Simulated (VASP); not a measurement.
NaF (Villiaumite):

```
Na F
1.0
     0.00000    2.29724    2.29724
     2.29724    0.00000    2.29724
     2.29724    2.29724    0.00000
Na F
1 1
Direct
  0.00000 0.00000 0.00000
  0.50000 0.50000 0.50000
```

Program: VASP 6.6.1. Alike in all runs: task single point; no spin polarisation; cell as given; cutoff (eV) 520; smearing gaussian 0.01 eV.

Question: Order these runs on this cell by their band gap on the k mesh, lowest first.
A. level r2SCAN; potentials or basis VASP PAW PBE potentials, release 64 (Na_pv, F); k mesh 10 × 10 × 10
B. level PBE; potentials or basis VASP PAW PBE potentials, release 64 (Na_pv, F); k mesh 6 × 6 × 6
C. level LDA; potentials or basis VASP PAW LDA potentials, release 64 (Na_pv, F); k mesh 10 × 10 × 10

Answer: C (6.09 eV), B (6.44 eV), A (7.32 eV).

A k mesh can miss the band edges.
